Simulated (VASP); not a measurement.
The system is Ga2I.

```
CELL_PARAMETERS angstrom
0.00000 4.27863 4.27863
4.27863 0.00000 4.27863
4.27863 4.27863 0.00000
ATOMIC_POSITIONS crystal
Ga 0.62500 0.62500 0.62500
Ga 0.12500 0.62500 0.62500
Ga 0.62500 0.62500 0.12500
Ga 0.62500 0.12500 0.62500
I 0.00000 0.00000 0.00000
I 0.25000 0.25000 0.25000
```

| Property | Result |
| --- | --- |
| Program | VASP 6.6.1 |
| Task | relaxation of cell and atoms |
| Functional | PBE |
| Potentials or basis | VASP PAW PBE potentials, release 64 (Ga_d, I) |
| Cutoff | 600 eV |
| k mesh | 8 × 8 × 8 |
| Occupations | gaussian, width 0.1 eV |
| Spin | no spin polarisation |

At the start: pressure 1.4 GPa; volume 26.11 Å³/atom.

Where does the relaxation end?

Over 5 steps the energy falls by 5.6 meV/atom and the volume is 27.45 Å³/atom (+5.1 %); space group Fd-3m (No. 227, to 0.1 Å) before and after.

The path:
| step | energy change (eV) | largest force (eV/Å) | pressure (GPa) | volume (Å³) |
| --- | --- | --- | --- | --- |
| 1 | 0.0000 | 0.0000 | 1.43 | 156.66 |
| 2 | -0.0301 | 0.0000 | 0.34 | 162.01 |
| 3 | -0.0331 | 0.0000 | 0.20 | 163.53 |
| 4 | -0.0324 | 0.0000 | -0.32 | 166.60 |
| 5 | -0.0339 | 0.0000 | -0.02 | 164.69 |

Final structure:
```
Ga I
1.0
     0.00000    4.35053    4.35053
     4.35053    0.00000    4.35053
     4.35053    4.35053    0.00000
Ga I
4 2
Direct
  0.62500 0.62500 0.62500
  0.12500 0.62500 0.62500
  0.62500 0.62500 0.12500
  0.62500 0.12500 0.62500
  0.00000 0.00000 0.00000
  0.25000 0.25000 0.25000
```
